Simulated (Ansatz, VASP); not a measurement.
## WS2 in VASP and in Ansatz

```
S W
1.0
     3.15955    0.00000    0.00000
    -1.57977    2.73625    0.00000
     0.00000    0.00000   23.80426
S W
4 2
Direct
  0.33333 0.66667 0.18904
  0.33333 0.66667 0.32146
  0.66667 0.66667 0.47858
  0.66667 0.66667 0.61099
  0.66667 0.33333 0.25525
  0.33333 0.00000 0.54478
```

Alike in both runs: task single point; functional PBE; dispersion D3(BJ); k mesh 9 × 9 × 1; occupations gaussian, width 0.05 eV; no spin polarisation.

|  | VASP | Ansatz |
| --- | --- | --- |
| version | VASP 6.6.1 | Ansatz 0.2.0 |
| potentials or method | VASP PAW PBE potentials, release 64 (S, W_sv), cutoff 520 eV | scalar-relativistic, plane waves, PAW |
| valence electrons in the cell | 52 | 52 |

|  | VASP | Ansatz | Ansatz less VASP |
| --- | --- | --- | --- |
| gap on the k mesh at the Fermi level (eV) | 1.84 | 1.82 | -0.014 |
| least direct gap on the mesh (eV) | 1.91 | 1.91 | -0.003 |
| rms of the force components (eV/Å) | 0.024 | 0.024 | -0.0006 |

Spin-orbit coupling is off throughout.
